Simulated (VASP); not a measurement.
# ZnSe (F-43m) in VASP: a series of runs

The runs below take ZnSe through single point, with PBEsol, r2SCAN, LDA, PBE.

Program: VASP 6.6.1. These are calculated values, not measurements. Logs are shortened: lines on timing, memory, paths and dates and some standing lists are left out, and cuts for length are marked.

## Step 1: The cell of the first run

The structure is cubic, space group F-43m (No. 216). The conventional cell has a = 5.633 Å, b = 5.633 Å, c = 5.633 Å, α = 90.00°, β = 90.00°, γ = 90.00°. Zn (site symmetry -43m) has 4 Se at 2.44 Å within 3.2 Å. Within 3.2 Å of Se (site symmetry -43m) lie 4 Zn at 2.44 Å.

## Step 2: Single point, PBEsol

The input, INCAR:

```
SYSTEM = ZnSe
PREC = Accurate
ENCUT = 520
EDIFF = 1E-6
ISMEAR = -1
SIGMA = 0.05
LREAL = .FALSE.
LASPH = .TRUE.
NELM = 80
ALGO = Normal
ISIF = 2
LWAVE = .FALSE.
LCHARG = .FALSE.
GGA = PS
NBANDS = 16
```

The input, KPOINTS:

```
Automatic mesh
0
G
  7 7 7
  0 0 0
```

The input, POSCAR:

```
ZnSe
1.0
    0.0000000000      2.8166860000      2.8166860000
    2.8166860000      0.0000000000      2.8166860000
    2.8166860000      2.8166860000      0.0000000000
Zn Se
1 1
Direct
    0.0000000000      0.0000000000      0.0000000000
    0.2500000000      0.2500000000      0.2500000000
```

Potentials or basis: VASP PAW PBE potentials, release 64 (Zn, Se).

Command:

```bash
$ cat potpaw_PBE.64/Zn/POTCAR potpaw_PBE.64/Se/POTCAR > POTCAR
$ mpirun -np 1 vasp_std > vasp.out
```

OUTCAR:

```text
SYSTEM = ZnSe
   PREC = Accurate
   ENCUT = 520
   EDIFF = 1E-6
   ISMEAR = -1
   LREAL = .FALSE.
   LASPH = .TRUE.
   NELM = 80
   ISIF = 2
   GGA = PS

 ion  position               nearest neighbor table
   1  0.000  0.000  0.000-   2 2.44   2 2.44   2 2.44   2 2.44
   2  0.250  0.250  0.250-   1 2.44   1 2.44   1 2.44   1 2.44

  LATTYP: Found a face centered cubic cell.
 ALAT       =     5.6333720000

  Lattice vectors:

 A1 = (   0.0000000000,   2.8166860000,   2.8166860000)
 A2 = (   2.8166860000,   0.0000000000,   2.8166860000)
 A3 = (   2.8166860000,   2.8166860000,   0.0000000000)

Analysis of symmetry for initial positions (statically):
=====================================================================
 Subroutine PRICEL returns:
 Original cell was already a primitive cell.

 Routine SETGRP: Setting up the symmetry group for a
 face centered cubic supercell.

 Subroutine GETGRP returns: Found 24 space group operations
 (whereof 24 operations were pure point group operations)
 out of a pool of 48 trial point group operations.

The static configuration has the point symmetry T_d .

Analysis of symmetry for dynamics (positions and initial velocities):
=====================================================================
 Subroutine PRICEL returns:
 Original cell was already a primitive cell.

 Routine SETGRP: Setting up the symmetry group for a
 face centered cubic supercell.

 Subroutine GETGRP returns: Found 24 space group operations
 (whereof 24 operations were pure point group operations)
 out of a pool of 48 trial point group operations.

The dynamic configuration has the point symmetry T_d .

 Subroutine INISYM returns: Found 24 space group operations
 (whereof 24 operations are pure point group operations),
 and found     1 'primitive' translations

----------------------------------------------------------------------------------------

                                     Primitive cell

  volume of cell :      44.6936

  direct lattice vectors                    reciprocal lattice vectors
     0.000000000  2.816686000  2.816686000    -0.177513574  0.177513574  0.177513574
     2.816686000  0.000000000  2.816686000     0.177513574 -0.177513574  0.177513574
     2.816686000  2.816686000  0.000000000     0.177513574  0.177513574 -0.177513574
[... 74 lines left out ...]
   LNONCOLLINEAR =      F non collinear calculations
   LSORBIT =      F    spin-orbit coupling
   LASPH  =      T    aspherical Exc in radial PAW
   ENCUT  =  520.0 eV  38.22 Ry    6.18 a.u.   7.41  7.41  7.41*2*pi/ulx,y,z
   NELM   =     80;   NELMIN=  2; NELMDL= -5     # of ELM steps
   EDIFF  = 0.1E-05   stopping-criterion for ELM
   LREAL  =      F    real-space projection
   EDIFFG = 0.1E-04   stopping-criterion for IOM
   NSW    =      0    number of steps for IOM
   IBRION =     -1    ionic relax: 0-MD 1-quasi-New 2-CG
   NFREE  =      0    steps in history (QN), initial steepest desc. (CG)
   ISIF   =      2    stress and relaxation
   ISYM   =      2    0-nonsym 1-usesym 2-fastsym
   POTIM  = 0.5000    time-step for ionic-motion
   TEBEG  =    0.0;   TEEND  =   0.0 temperature during run
   PSTRESS=    0.0 pullay stress
   NELECT =      18.0000    total number of electrons
   NUPDOWN=      -1.0000    fix difference up-down
   EMIN   =  10.00;   EMAX   =-10.00  energy-range for DOS
   EFERMI =   0.00;   METHOD = LEGACY
   ISMEAR =    -1;   SIGMA  =   0.05  broadening in eV -4-tet -1-fermi 0-gaus
   EFERMI_NEDOS =   21; number of points for ismear=-14 and -15
   IALGO  =     38    algorithm
   IMIX   =      4    mixing-type and parameters
     AMIX     =   0.40;   BMIX     =  1.00
     AMIX_MAG =   1.60;   BMIX_MAG =  1.00
  volume/ion in A,a.u.               =      22.35       150.80
  Fermi-wavevector in a.u.,A,eV,Ry     =   1.208975  2.284631 19.886547  1.461620
  Thomas-Fermi vector in A             =   2.344566
   LORBIT       =      0    0 simple, 1 ext, 2 COOP (PROOUT), +10 PAW based schemes
   GGA     = PS    functional components
   LHFCALC =     F    Hartree Fock is set to
   AEXX    =    0.0000 exact exchange contribution
   IVDW    =     0    specifies the selected vdW correction
   LEPSILON=     F    determine dielectric tensor
   LRPA    =     F    only Hartree local field effects (RPA)
 non-spin polarized calculation
  energy-cutoff  :      520.00
  volume of cell :       44.69
 maximum number of plane-waves:      1243
 NGX is ok and might be reduce to    30
   NGX = 15   NGY = 15   NGZ = 15

 number of electron      17.9999998 magnetization

 Free energy of the ion-electron system (eV)
  ---------------------------------------------------
  ext. energy  EPLUGINS =         0.00000000
  ---------------------------------------------------
  free energy    TOTEN  =        -6.77166540 eV

  energy without entropy =       -6.77166534  energy(sigma->0) =       -6.77166537

 E-fermi :   2.2978     XC(G=0):  -9.6088

 val. band max:        1.6465233095   @ k =   0.0000   0.0000   0.0000
 cond. band min:       2.8890769190   @ k =   0.0000   0.0000   0.0000
 fundamental gap:      1.2425536095
 Fermi energy:         2.2978361029

 k-point     1 :       0.0000    0.0000    0.0000
  band No.  band energies     occupation
      1     -11.7583      2.00000
      2      -4.9793      2.00000
      3      -4.9793      2.00000
      4      -4.9793      2.00000
      5      -4.5911      2.00000
      6      -4.5911      2.00000
[... 357 lines left out ...]
      3      -4.7747      2.00000
      4      -4.6390      2.00000
      5      -4.6014      2.00000
      6      -4.2995      2.00000
[... 8 lines left out ...]
     15      14.2892      0.00000
     16      16.5600      0.00000

------------------------ aborting loop because EDIFF is reached ----------------------------------------

  FORCE on cell =-STRESS in cart. coord.  units (eV):
  Direction    XX          YY          ZZ          XY          YZ          ZX
  --------------------------------------------------------------------------------------
  -------------------------------------------------------------------------------------
  Total        0.0783346      0.0783346      0.0783346      0.0000000      0.0000000      0.0000000
  in kB        2.8081427      2.8081427      2.8081427      0.0000000      0.0000000      0.0000000
  external PRESSURE =       2.8081427 kB  Pullay stress =       0.0000000 kB

 VOLUME and BASIS-vectors are now :
 -----------------------------------------------------------------------------
  energy-cutoff  :      520.00
  volume of cell :       44.69
      direct lattice vectors                 reciprocal lattice vectors
     0.000000000  2.816686000  2.816686000    -0.177513574  0.177513574  0.177513574
     2.816686000  0.000000000  2.816686000     0.177513574 -0.177513574  0.177513574
     2.816686000  2.816686000  0.000000000     0.177513574  0.177513574 -0.177513574

 POSITION                                       TOTAL-FORCE (eV/Angst)
 -----------------------------------------------------------------------------------
      0.00000      0.00000      0.00000         0.000000      0.000000      0.000000
      1.40834      1.40834      1.40834        -0.000000     -0.000000     -0.000000
 -----------------------------------------------------------------------------------
    total drift:                                0.000000      0.000000      0.000001

  FREE ENERGIE OF THE ION-ELECTRON SYSTEM (eV)
  ---------------------------------------------------
  free  energy   TOTEN  =        -6.7716654020 eV

  energy  without entropy=       -6.7716653438  energy(sigma->0) =       -6.77166537
```

OSZICAR:

```text
N       E                     dE             d eps       ncg     rms          rms(c)
DAV:   1     0.844230941455E+02    0.84423E+02   -0.88711E+03   640   0.130E+03
DAV:   2    -0.181390236294E+01   -0.86237E+02   -0.81478E+02   688   0.244E+02
DAV:   3    -0.703710181837E+01   -0.52232E+01   -0.52031E+01   752   0.601E+01
DAV:   4    -0.707706021602E+01   -0.39958E-01   -0.39953E-01   824   0.550E+00
DAV:   5    -0.707724062801E+01   -0.18041E-03   -0.18041E-03   768   0.341E-01    0.482E+00
DAV:   6    -0.679410970202E+01    0.28313E+00   -0.63015E-01   872   0.275E+01    0.375E+00
DAV:   7    -0.677448090497E+01    0.19629E-01   -0.16607E-01   720   0.386E+00    0.163E+00
DAV:   8    -0.677181768872E+01    0.26632E-02   -0.40678E-03   896   0.686E-01    0.429E-01
DAV:   9    -0.677162007476E+01    0.19761E-03   -0.85833E-04   728   0.297E-01    0.647E-02
DAV:  10    -0.677167712764E+01   -0.57053E-04   -0.20884E-04   832   0.167E-01    0.220E-02
DAV:  11    -0.677166516548E+01    0.11962E-04   -0.36042E-05   864   0.803E-02    0.447E-03
DAV:  12    -0.677166540197E+01   -0.23648E-06   -0.55338E-06   808   0.159E-02
   1 F= -.67716654E+01 E0= -.67716654E+01  d E =-.581498E-07
```

Run time: 14 s. Hardware: 1 thread of Intel Xeon Platinum 8259CL at 2.50GHz (Skylake/Cascade Lake), shared host; peak memory 0.17 GiB.

Results:

```yaml
Free_energy: -6.7717 eV
Pressure: 0.3 GPa
Band_gap_on_the_k_mesh: 1.24 eV, direct
```

Caveat: the PAW data sets were made with another functional, which shifts forces and pressure a little. As with any semilocal functional, this PBEsol gap is likely too small.

[end of part 1 of 2]
